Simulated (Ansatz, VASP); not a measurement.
This is a calculation of ZrB2 for VASP 6.6.1.

File INCAR:

```
PREC     = Accurate       # precision mode
ENCUT    = 600            # plane-wave cutoff, eV
EDIFF    = 1E-7           # SCF threshold, eV
ISMEAR   = -1             # smearing method
SIGMA    = 0.05           # smearing width, eV
LREAL    = False          # projectors in reciprocal space
LASPH    = True           # aspherical terms in the spheres
NELM     = 80             # most SCF steps
ALGO     = Normal         # electronic algorithm
ISIF     = 3              # what is computed and relaxed
LWAVE    = False          # write WAVECAR
LCHARG   = False          # write CHGCAR
GGA      = PE             # functional
IBRION   = 2              # ionic algorithm
NSW      = 80             # ionic steps
EDIFFG   = -0.02          # ionic threshold
```

KPOINTS

```
regular mesh
0
Gamma
  10 10 8
```

File POSCAR:

```
ZrB2
1.0
    3.1700000000      0.0000000000      0.0000000000
   -1.5850000000      2.7453005300      0.0000000000
    0.0000000000      0.0000000000      3.5330000000
Zr B
1 2
Direct
    0.0000000000      0.0000000000      0.0000000000
    0.6666666667      0.3333333333      0.5000000000
    0.3333333333      0.6666666667      0.5000000000
```

Potentials or basis: VASP PAW PBE potentials, release 64 (Zr_sv, B).

Command:

```console
$ cat potpaw_PBE.64/Zr_sv/POTCAR potpaw_PBE.64/B/POTCAR > POTCAR
$ mpirun -np 1 vasp_std > vasp.out
```

**Question.** Translate it to Ansatz 0.2.0. Potentials there: all-electron LAPW, scalar-relativistic.

**Answer.** As run (the cutoff follows the program's own potentials):

The input input.yaml:

```yaml
crystal:
  lattice:
    - [3.17, 0.0, 0.0]
    - [-1.585, 2.74530053, 0.0]
    - [0.0, 0.0, 3.533]
  atoms:
    - { symbol: Zr, position: [0.0, 0.0, 0.0] }
    - { symbol: B, position: [0.6666666667, 0.3333333333, 0.5] }
    - { symbol: B, position: [0.3333333333, 0.6666666667, 0.5] }
kpoints:
  mp_grid: { grid: [10, 10, 8] }
scf:
  occupations: { method: fermi_dirac, width: 0.05 }
hamiltonian:
  xc: pbe
  pseudopotentials: { kind: all_electron, lapw: { basis_error: 0.002 } }
output:
  forces: true
  stress: true
relax:
  f_tol: 0.02
  max_steps: 60
  cell: {}
```

Potentials or basis: all-electron LAPW, scalar-relativistic.

The run is started by

```sh
$ ansatz run input.yaml --threads 2 --pin off --max-ram 6144MiB --backend cpu --events-out ev --progress --plain --runs-dir out
```

Both were run:

|  | VASP | Ansatz | Ansatz less VASP |
| --- | --- | --- | --- |
| relaxed volume (Å³/atom) | 10.29 | 10.29 | -0.003 |
| relaxed cell length with the largest relative difference (Å) | 3.547 | 3.546 | -0.0008 |

Ansatz ran all-electron here, and VASP with PAW potentials.
